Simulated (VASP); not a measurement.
# GaAs: electric field gradients with LDA

The system is GaAs.

```
Ga As
1.0
     0.00000    2.82685    2.82685
     2.82685    0.00000    2.82685
     2.82685    2.82685    0.00000
Ga As
1 1
Cartesian
  0.0000 0.0000 0.0000
  1.4134 1.4134 1.4134
```

| Property | Result |
| --- | --- |
| Program | VASP 6.6.1 |
| Task | electric field gradients |
| Functional | LDA |
| Potentials or basis | VASP PAW LDA potentials, release 64 (Ga_d, As) |
| Cutoff | 400 eV |
| k mesh | 9 × 9 × 9 |
| Occupations | fermi-dirac, width 0.02 eV |
| Spin | no spin polarisation |
| Dipole correction | no |
| Further INCAR settings | ALGO = Normal; EDIFF = 1e-08; NBANDS = 16 |

```json
{
 "Pressure": "-1.8 GPa",
 "Band gap on the k mesh": "0.33 eV",
 "Largest electric field gradient by atom": "zero within the noise of the run"
}
```

Levels at points of the mesh, in eV from the valence-band top:
```
           k point  band 5  band 6  band 7  band 8  band 9  band 10  band 11  band 12  band 13  band 14
(0.00, 0.00, 0.00)  -14.85  -12.76    0.00    0.00    0.00     0.33     3.67     3.67     3.67     7.34
```

It took 25 s on 1 thread of Intel Xeon 8259CL (shared host), peak memory 0.15 GiB.
